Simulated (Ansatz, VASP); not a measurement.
## CuOs in VASP and in Ansatz

The input INCAR:

```
  ALGO = Fast
  EDIFF = 1E-7
  EDIFFG = -0.01
  ENCUT = 600
  GGA = PE
  IBRION = 2
  ISIF = 3
  ISMEAR = 0
  LASPH = T
  LCHARG = F
  LREAL = F
  LWAVE = F
  NELM = 100
  NSW = 100
  PREC = Accurate
  SIGMA = 0.1
```

KPOINTS

```
k-points
0
Gamma
  14 14 14
```

The input POSCAR:

```
CuOs
1.0
    0.0000000000      2.9934079426      2.9934079426
    2.9934079426      0.0000000000      2.9934079426
    2.9934079426      2.9934079426      0.0000000000
Cu Os
2 2
Direct
    0.0000000000      0.0000000000      0.0000000000
    0.2500000000      0.2500000000      0.2500000000
    0.5000000000      0.5000000000      0.5000000000
    0.7500000000      0.7500000000      0.7500000000
```

Input for Ansatz:

```yaml
crystal:
  lattice:
    - [0.0, 2.9934079426, 2.9934079426]
    - [2.9934079426, 0.0, 2.9934079426]
    - [2.9934079426, 2.9934079426, 0.0]
  atoms:
    - { symbol: Cu, position: [0.0, 0.0, 0.0] }
    - { symbol: Cu, position: [0.25, 0.25, 0.25] }
    - { symbol: Os, position: [0.5, 0.5, 0.5] }
    - { symbol: Os, position: [0.75, 0.75, 0.75] }
basis:
  ecutwfc: 420
kpoints:
  mp_grid: { grid: [14, 14, 14] }
hamiltonian:
  xc: pbe
scf:
  occupations: { method: gaussian, width: 0.1 }
output:
  forces: true
  stress: true
  eigenvalues: true
  write_density: true
  write_potential: true
  elf: true
  volumetric_format: npy
relax:
  adjacent_minimum: "off"
  f_tol: 0.01
  max_steps: 80
  cell: { stress_tol: 0.05 }
```

Alike in both runs: task relaxation of cell and atoms; functional PBE; k mesh 14 × 14 × 14; occupations gaussian, width 0.1 eV; no spin polarisation.

|  | VASP | Ansatz |
| --- | --- | --- |
| version | VASP 6.6.1 | Ansatz 0.2.0 |
| potentials or method | VASP PAW PBE potentials, release 64 (Cu, Os), cutoff 600 eV | scalar-relativistic, plane waves, PAW |
| valence electrons in the cell | 38 | 70 |

|  | VASP | Ansatz | Ansatz less VASP |
| --- | --- | --- | --- |
| gap on the k mesh at the Fermi level, each at its own relaxed structure (eV) | none | none | - |
| relaxed volume (Å³/atom) | 13.42 | 13.42 | +0.002 |
| relaxed length of the cell vector where the two differ most in proportion (Å) | 4.234 | 4.234 | +0.0002 |

A gap of «none» marks a metal or a gap that the smearing closes. VASP's potentials hold 38 valence electrons a cell and Ansatz's 70, so a difference there can come from the potentials and not from the codes.

Spin-orbit coupling is off throughout.
